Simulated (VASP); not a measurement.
Set up this calculation in VASP 6.6.1, as the native input.

- Task: single point
- Functional: LDA
- Potentials or basis: VASP PAW LDA potentials, release 64 (Zn, Pt)
- Cutoff: 520 eV
- k mesh: 5 × 5 × 4
- Occupations: fermi-dirac, width 0.1 eV
- Spin: no spin polarisation
- Dipole correction: no
- Further INCAR settings: ALGO = Normal; EDIFF = 1e-07; NBANDS = 18

The structure of ZnPt lies in POSCAR:

```
ZnPt
1.0
    2.8640000000      0.0000000000      0.0000000000
    0.0000000000      2.8640000000      0.0000000000
    0.0000000000      0.0000000000      3.5100000000
Zn Pt
1 1
Direct
    0.5000000000      0.5000000000      0.5000000000
    0.0000000000      0.0000000000      0.0000000000
```

The input as run:

INCAR

```
PREC = Accurate
ENCUT = 520
EDIFF = 1E-7
ISMEAR = -1
SIGMA = 0.1
LREAL = F
LASPH = T
NELM = 100
ALGO = Normal
ISIF = 2
LWAVE = F
LCHARG = F
GGA = CA
NBANDS = 18
```

KPOINTS

```
Automatic mesh
0
Gamma
  5 5 4
```

Potentials or basis: VASP PAW LDA potentials, release 64 (Zn, Pt).

Launch:

```console
$ cat potpaw_LDA.64/Zn/POTCAR potpaw_LDA.64/Pt/POTCAR > POTCAR
$ mpirun -np 1 vasp_std > vasp.out
```

It gave:

The pressure is -9.6 GPa and the band gap on the k mesh is zero (band 11 reaches 9.46 eV, above the bottom of band 12 at 5.85 eV).

Caveat: the k points lie up to 0.45 Å⁻¹ apart; spin-orbit coupling is left out, which moves the levels of the heavy elements.

Wall time 13 s on 1 thread of AMD EPYC 7R13 (shared host), peak memory 0.11 GiB.
